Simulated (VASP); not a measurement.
Crystal: Pt.

```
Pt
1.0
     2.83240    0.00000    0.00000
    -1.41620    2.45293    0.00000
     0.00000    0.00000    4.91666
Pt
2
Direct
  0.66667 0.33333 0.75000
  0.33333 0.66667 0.25000
```

Base run:

```yaml
Program: VASP 6.6.1
Functional: r2SCAN
Potentials_or_basis: VASP PAW PBE potentials, release 64 (Pt_sv_GW)
Cutoff: 550 eV
k_mesh: 10 × 10 × 5
Occupations: fermi-dirac, width 0.1 eV
Spin: no spin polarisation
```

Its results: band gap on the k mesh zero (band 18 reaches 8.76 eV, above the bottom of band 19 at 7.68 eV); pressure -22.1 GPa.

Task: The run is repeated on the same cell with these changes: potentials or basis from VASP PAW PBE potentials, release 64 (Pt_sv_GW) to VASP PAW PBE potentials, release 64 (Pt); cutoff from 550 eV to 520 eV; further incar settings from ALGO = Normal; EDIFF = 1e-06; NBANDS = 25 to ALGO = Normal; EDIFF = 1e-06; NBANDS = 17; valence electrons from 36 to 20. What comes out?

Result: Band gap on the k mesh zero (band 10 reaches 9.19 eV, above the bottom of band 11 at 8.12 eV); pressure -20.1 GPa.

Caveats: the PAW data sets were made with another functional, which shifts forces and pressure a little; spin-orbit coupling is left out, which moves the levels of the heavy elements.
